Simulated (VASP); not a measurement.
# AlRu (rocksalt type) (Fm-3m) in VASP: further runs

Runs on AlRu (rocksalt type). Level: PBE. Tasks: single point.

Program: VASP 6.6.1. These are calculated values, not measurements. Logs are shortened: lines on timing, memory, paths and dates and some standing lists are left out, and cuts for length are marked.

## (1) The cell of the first run

The structure is cubic, space group Fm-3m (No. 225). The conventional cell has a = 4.244 Å, b = 4.244 Å, c = 4.244 Å, α = 90.00°, β = 90.00°, γ = 90.00°. Ru (site symmetry m-3m) has 6 Al at 2.12 Å within 2.8 Å. Al (site symmetry m-3m) has 6 Ru at 2.12 Å within 2.8 Å.

## (2) Single point, PBE

INCAR reads:

```
PREC = Accurate
ENCUT = 520
EDIFF = 1E-6
ISMEAR = -1
SIGMA = 0.1
LREAL = F
LASPH = T
NELM = 80
ALGO = Normal
ISIF = 2
LWAVE = F
LCHARG = F
GGA = PE
NBANDS = 16
```

KPOINTS reads:

```
regular mesh
0
Gamma
  15 15 15
```

POSCAR reads:

```
AlRu
1.0
    0.0000000000      2.1217598187      2.1217598187
    2.1217598187      0.0000000000      2.1217598187
    2.1217598187      2.1217598187      0.0000000000
Ru Al
1 1
Direct
    0.0000000000      0.0000000000      0.0000000000
    0.5000000000      0.5000000000      0.5000000000
```

Potentials or basis: VASP PAW PBE potentials, release 64 (Ru_pv, Al).

Started as:

```
> cat potpaw_PBE.64/Ru_pv/POTCAR potpaw_PBE.64/Al/POTCAR > POTCAR
> mpirun -np 1 vasp_std > vasp.out
```

OUTCAR:

```text
PREC = Accurate
   ENCUT = 520
   EDIFF = 1E-6
   ISMEAR = -1
   LREAL = F
   LASPH = T
   NELM = 80
   ISIF = 2
   GGA = PE

 ion  position               nearest neighbor table
   1  0.000  0.000  0.000-   2 2.12   2 2.12   2 2.12   2 2.12   2 2.12   2 2.12
   2  0.500  0.500  0.500-   1 2.12   1 2.12   1 2.12   1 2.12   1 2.12   1 2.12

  LATTYP: Found a face centered cubic cell.
 ALAT       =     4.2435196374

  Lattice vectors:

 A1 = (   0.0000000000,   2.1217598187,   2.1217598187)
 A2 = (   2.1217598187,   0.0000000000,   2.1217598187)
 A3 = (   2.1217598187,   2.1217598187,   0.0000000000)

Analysis of symmetry for initial positions (statically):
=====================================================================
 Subroutine PRICEL returns:
 Original cell was already a primitive cell.

 Routine SETGRP: Setting up the symmetry group for a
 face centered cubic supercell.

 Subroutine GETGRP returns: Found 48 space group operations
 (whereof 48 operations were pure point group operations)
 out of a pool of 48 trial point group operations.

The static configuration has the point symmetry O_h .

Analysis of symmetry for dynamics (positions and initial velocities):
=====================================================================
 Subroutine PRICEL returns:
 Original cell was already a primitive cell.

 Routine SETGRP: Setting up the symmetry group for a
 face centered cubic supercell.

 Subroutine GETGRP returns: Found 48 space group operations
 (whereof 48 operations were pure point group operations)
 out of a pool of 48 trial point group operations.

The dynamic configuration has the point symmetry O_h .

 Subroutine INISYM returns: Found 48 space group operations
 (whereof 48 operations are pure point group operations),
 and found     1 'primitive' translations

----------------------------------------------------------------------------------------

                                     Primitive cell

  volume of cell :      19.1038

  direct lattice vectors                    reciprocal lattice vectors
     0.000000000  2.121759819  2.121759819    -0.235653440  0.235653440  0.235653440
     2.121759819  0.000000000  2.121759819     0.235653440 -0.235653440  0.235653440
     2.121759819  2.121759819  0.000000000     0.235653440  0.235653440 -0.235653440

  length of vectors
     3.000621512  3.000621512  3.000621512     0.408163731  0.408163731  0.408163731

[... 72 lines left out ...]
   ISTART =      0    job   : 0-new  1-cont  2-samecut
   ICHARG =      2    charge: 1-file 2-atom 10-const
   ISPIN  =      1    spin polarized calculation?
   LNONCOLLINEAR =      F non collinear calculations
   LSORBIT =      F    spin-orbit coupling
   LASPH  =      T    aspherical Exc in radial PAW
   ENCUT  =  520.0 eV  38.22 Ry    6.18 a.u.   5.58  5.58  5.58*2*pi/ulx,y,z
   NELM   =     80;   NELMIN=  2; NELMDL= -5     # of ELM steps
   EDIFF  = 0.1E-05   stopping-criterion for ELM
   LREAL  =      F    real-space projection
   EDIFFG = 0.1E-04   stopping-criterion for IOM
   NSW    =      0    number of steps for IOM
   IBRION =     -1    ionic relax: 0-MD 1-quasi-New 2-CG
   NFREE  =      0    steps in history (QN), initial steepest desc. (CG)
   ISIF   =      2    stress and relaxation
   ISYM   =      2    0-nonsym 1-usesym 2-fastsym
   POTIM  = 0.5000    time-step for ionic-motion
   TEBEG  =    0.0;   TEEND  =   0.0 temperature during run
   PSTRESS=    0.0 pullay stress
   NELECT =      17.0000    total number of electrons
   NUPDOWN=      -1.0000    fix difference up-down
   EMIN   =  10.00;   EMAX   =-10.00  energy-range for DOS
   EFERMI =   0.00;   METHOD = LEGACY
   ISMEAR =    -1;   SIGMA  =   0.10  broadening in eV -4-tet -1-fermi 0-gaus
   EFERMI_NEDOS =   21; number of points for ismear=-14 and -15
   IALGO  =     38    algorithm
   IMIX   =      4    mixing-type and parameters
     AMIX     =   0.40;   BMIX     =  1.00
     AMIX_MAG =   1.60;   BMIX_MAG =  1.00
  volume/ion in A,a.u.               =       9.55        64.46
  Fermi-wavevector in a.u.,A,eV,Ry     =   1.574653  2.975663 33.736090  2.479533
  Thomas-Fermi vector in A             =   2.675755
   LORBIT       =      0    0 simple, 1 ext, 2 COOP (PROOUT), +10 PAW based schemes
   GGA     = PE    functional components
[... 5 lines left out ...]
 non-spin polarized calculation
  energy-cutoff  :      520.00
  volume of cell :       19.10
 maximum number of plane-waves:       533
   NGX = 11   NGY = 11   NGZ = 11

 number of electron      16.9999999 magnetization

 Free energy of the ion-electron system (eV)
  ---------------------------------------------------
  ext. energy  EPLUGINS =         0.00000000
  ---------------------------------------------------
  free energy    TOTEN  =        -8.04626827 eV

  energy without entropy =       -8.02285719  energy(sigma->0) =       -8.03456273

 E-fermi :  16.9451     XC(G=0): -14.2972

 val. band max:       16.9428240151   @ k =  -0.2667   0.4667   0.2000
 cond. band min:      16.9467803226   @ k =  -0.3333   0.4667   0.1333
 fundamental gap:      0.0039563074
 Fermi energy:        16.9450856583

 k-point     1 :       0.0000    0.0000    0.0000
  band No.  band energies     occupation
      1     -25.5421      2.00000
      2     -25.5421      2.00000
      3     -25.5421      2.00000
      4       4.8418      2.00000
      5      12.5239      2.00000
      6      12.5239      2.00000
[... 433 lines left out ...]
      3     -25.5838      2.00000
      4       6.0476      2.00000
      5      11.6350      2.00000
      6      12.5566      2.00000
[... 8 lines left out ...]
     15      32.0648      0.00000
     16      32.4232      0.00000

 [... further k-points ...]

------------------------ aborting loop because EDIFF is reached ----------------------------------------

  FORCE on cell =-STRESS in cart. coord.  units (eV):
  Direction    XX          YY          ZZ          XY          YZ          ZX
  --------------------------------------------------------------------------------------
  -------------------------------------------------------------------------------------
  Total       22.8272651     22.8272651     22.8272651      0.0000000      0.0000000      0.0000000
  in kB     1914.4578405   1914.4578405   1914.4578405      0.0000000      0.0000000      0.0000000
  external PRESSURE =    1914.4578405 kB  Pullay stress =       0.0000000 kB

 VOLUME and BASIS-vectors are now :
 -----------------------------------------------------------------------------
  energy-cutoff  :      520.00
  volume of cell :       19.10
      direct lattice vectors                 reciprocal lattice vectors
     0.000000000  2.121759819  2.121759819    -0.235653440  0.235653440  0.235653440
     2.121759819  0.000000000  2.121759819     0.235653440 -0.235653440  0.235653440
     2.121759819  2.121759819  0.000000000     0.235653440  0.235653440 -0.235653440

 POSITION                                       TOTAL-FORCE (eV/Angst)
 -----------------------------------------------------------------------------------
      0.00000      0.00000      0.00000        -0.000000     -0.000000      0.000000
      2.12176      2.12176      2.12176         0.000000      0.000000     -0.000000
 -----------------------------------------------------------------------------------
    total drift:                                0.000000     -0.000000     -0.000000

  FREE ENERGIE OF THE ION-ELECTRON SYSTEM (eV)
  ---------------------------------------------------
  free  energy   TOTEN  =        -8.0462682651 eV

  energy  without entropy=       -8.0228571949  energy(sigma->0) =       -8.03456273
```

OSZICAR:

```text
N       E                     dE             d eps       ncg     rms          rms(c)
DAV:   1     0.131714030770E+03    0.13171E+03   -0.89883E+03  3848   0.105E+03
DAV:   2    -0.632865754533E+01   -0.13804E+03   -0.13091E+03  4440   0.314E+02
DAV:   3    -0.822588458148E+01   -0.18972E+01   -0.18936E+01  4664   0.391E+01
DAV:   4    -0.823585886871E+01   -0.99743E-02   -0.99739E-02  4680   0.302E+00
DAV:   5    -0.823597451598E+01   -0.11565E-03   -0.11565E-03  4688   0.320E-01    0.238E+01
DAV:   6    -0.806859344619E+01    0.16738E+00   -0.29323E-01  4312   0.626E+00    0.105E+01
DAV:   7    -0.804899534377E+01    0.19598E-01   -0.11789E-02  4080   0.117E+00    0.412E+00
DAV:   8    -0.804635081581E+01    0.26445E-02   -0.26648E-03  4520   0.470E-01    0.370E-01
DAV:   9    -0.804626801339E+01    0.82802E-04   -0.12932E-04  4840   0.116E-01    0.860E-02
DAV:  10    -0.804626826506E+01   -0.25167E-06   -0.44851E-06  4552   0.168E-02
   1 F= -.80462683E+01 E0= -.80345627E+01  d E =-.234111E-01
```

stdout:

```text
POSCAR found type information on POSCAR RuAl
 POSCAR found :  2 types and       2 ions
 scaLAPACK will be used
 LDA part: xc-table for (Slater+PW92), standard interpolation
 POSCAR, INCAR and KPOINTS ok, starting setup
 FFT: planning ... GRIDC
 FFT: planning ... GRID_SOFT
 FFT: planning ... GRID
 WAVECAR not read
 entering main loop
```

Run time: 9 s. Hardware: 1 thread of Intel Xeon 6975P-C (Granite Rapids), shared host; peak memory 0.16 GiB.

What came out:

```yaml
Free_energy: -8.0463 eV
Pressure: 191.4 GPa
Band_gap_on_the_k_mesh: zero (an odd number of electrons rules out a gap without spin polarisation)
```

Caveat: the cell stands under pressure.

## (3) Single point, PBE

INCAR reads:

```
SYSTEM = AlRu
PREC = Accurate ; ENCUT = 520
EDIFF = 1E-6 ; ISMEAR = -1
SIGMA = 0.1 ; LREAL = .False.
LASPH = .True. ; NELM = 60
ALGO = Normal ; ISIF = 2
LWAVE = .False. ; LCHARG = .False.
GGA = PE ; NBANDS = 16
```

KPOINTS reads:

```
regular mesh
0
Gamma
  15 15 15
  0 0 0
```

POSCAR reads:

```
AlRu
1.0
    0.0000000000      2.1211577172      2.1211577172
    2.1211577172      0.0000000000      2.1211577172
    2.1211577172      2.1211577172      0.0000000000
Ru Al
1 1
Direct
    0.0000000000      0.0000000000      0.0000000000
    0.5000000000      0.5000000000      0.5000000000
```

Potentials or basis: VASP PAW PBE potentials, release 64 (Ru_pv, Al).

Started as:

```
> cat potpaw_PBE.64/Ru_pv/POTCAR potpaw_PBE.64/Al/POTCAR > POTCAR
> mpirun -np 1 vasp_std > vasp.out
```

OUTCAR:

```text
SYSTEM = AlRu
   PREC = Accurate
   ENCUT = 520
   EDIFF = 1E-6
   ISMEAR = -1
   LREAL = .False.
   LASPH = .True.
   NELM = 60
   ISIF = 2
   GGA = PE

 ion  position               nearest neighbor table
   1  0.000  0.000  0.000-   2 2.12   2 2.12   2 2.12   2 2.12   2 2.12   2 2.12
   2  0.500  0.500  0.500-   1 2.12   1 2.12   1 2.12   1 2.12   1 2.12   1 2.12

  LATTYP: Found a face centered cubic cell.
 ALAT       =     4.2423154344

  Lattice vectors:

 A1 = (   0.0000000000,   2.1211577172,   2.1211577172)
 A2 = (   2.1211577172,   0.0000000000,   2.1211577172)
 A3 = (   2.1211577172,   2.1211577172,   0.0000000000)

Analysis of symmetry for initial positions (statically):
=====================================================================
 Subroutine PRICEL returns:
 Original cell was already a primitive cell.

 Routine SETGRP: Setting up the symmetry group for a
 face centered cubic supercell.

 Subroutine GETGRP returns: Found 48 space group operations
 (whereof 48 operations were pure point group operations)
 out of a pool of 48 trial point group operations.

The static configuration has the point symmetry O_h .

Analysis of symmetry for dynamics (positions and initial velocities):
=====================================================================
 Subroutine PRICEL returns:
 Original cell was already a primitive cell.

 Routine SETGRP: Setting up the symmetry group for a
 face centered cubic supercell.

 Subroutine GETGRP returns: Found 48 space group operations
 (whereof 48 operations were pure point group operations)
 out of a pool of 48 trial point group operations.

The dynamic configuration has the point symmetry O_h .

 Subroutine INISYM returns: Found 48 space group operations
 (whereof 48 operations are pure point group operations),
 and found     1 'primitive' translations

----------------------------------------------------------------------------------------

[... 106 lines left out ...]
   EFERMI =   0.00;   METHOD = LEGACY
   ISMEAR =    -1;   SIGMA  =   0.10  broadening in eV -4-tet -1-fermi 0-gaus
   EFERMI_NEDOS =   21; number of points for ismear=-14 and -15
   IALGO  =     38    algorithm
   IMIX   =      4    mixing-type and parameters
     AMIX     =   0.40;   BMIX     =  1.00
     AMIX_MAG =   1.60;   BMIX_MAG =  1.00
  volume/ion in A,a.u.               =       9.54        64.40
  Fermi-wavevector in a.u.,A,eV,Ry     =   1.575100  2.976508 33.755245  2.480941
  Thomas-Fermi vector in A             =   2.676135
   LORBIT       =      0    0 simple, 1 ext, 2 COOP (PROOUT), +10 PAW based schemes
   GGA     = PE    functional components
[... 5 lines left out ...]
 non-spin polarized calculation
  energy-cutoff  :      520.00
  volume of cell :       19.09
 maximum number of plane-waves:       533
   NGX = 11   NGY = 11   NGZ = 11

 number of electron      16.9999999 magnetization

 Free energy of the ion-electron system (eV)
  ---------------------------------------------------
  ext. energy  EPLUGINS =         0.00000000
  ---------------------------------------------------
  free energy    TOTEN  =        -8.02680251 eV

  energy without entropy =       -8.00343858  energy(sigma->0) =       -8.01512055

 E-fermi :  16.9623     XC(G=0): -14.3021

 val. band max:       16.9598469004   @ k =  -0.2667   0.4667   0.2000
 cond. band min:      16.9637888043   @ k =  -0.3333   0.4667   0.1333
 fundamental gap:      0.0039419038
 Fermi energy:        16.9623319854

 k-point     1 :       0.0000    0.0000    0.0000
  band No.  band energies     occupation
      1     -25.5266      2.00000
      2     -25.5266      2.00000
      3     -25.5266      2.00000
      4       4.8534      2.00000
      5      12.5351      2.00000
      6      12.5351      2.00000
[... 433 lines left out ...]
      3     -25.5685      2.00000
      4       6.0602      2.00000
      5      11.6452      2.00000
      6      12.5692      2.00000
[... 8 lines left out ...]
     15      32.0885      0.00000
     16      32.4462      0.00000

 [... further k-points ...]

------------------------ aborting loop because EDIFF is reached ----------------------------------------

  FORCE on cell =-STRESS in cart. coord.  units (eV):
  Direction    XX          YY          ZZ          XY          YZ          ZX
  --------------------------------------------------------------------------------------
  -------------------------------------------------------------------------------------
  Total       22.8882317     22.8882317     22.8882317      0.0000000      0.0000000     -0.0000000
  in kB     1921.2060463   1921.2060463   1921.2060463      0.0000000      0.0000000     -0.0000000
  external PRESSURE =    1921.2060463 kB  Pullay stress =       0.0000000 kB

 VOLUME and BASIS-vectors are now :
 -----------------------------------------------------------------------------
  energy-cutoff  :      520.00
  volume of cell :       19.09
      direct lattice vectors                 reciprocal lattice vectors
     0.000000000  2.121157717  2.121157717    -0.235720331  0.235720331  0.235720331
     2.121157717  0.000000000  2.121157717     0.235720331 -0.235720331  0.235720331
     2.121157717  2.121157717  0.000000000     0.235720331  0.235720331 -0.235720331

 POSITION                                       TOTAL-FORCE (eV/Angst)
 -----------------------------------------------------------------------------------
      0.00000      0.00000      0.00000        -0.000000      0.000000     -0.000000
      2.12116      2.12116      2.12116         0.000000      0.000000      0.000000
 -----------------------------------------------------------------------------------
    total drift:                                0.000000     -0.000000     -0.000000

  FREE ENERGIE OF THE ION-ELECTRON SYSTEM (eV)
  ---------------------------------------------------
  free  energy   TOTEN  =        -8.0268025130 eV

  energy  without entropy=       -8.0034385847  energy(sigma->0) =       -8.01512055
```

Run time: 9.3 s. Hardware: 1 thread of Intel Xeon 6975P-C (Granite Rapids), shared host; peak memory 0.16 GiB.

What came out:

```
Free energy            : -8.0268 eV
Pressure               : 192.1 GPa
Band gap on the k mesh : zero (an odd number of electrons rules out a gap without spin polarisation)
```

Caveat: the cell stands under pressure.
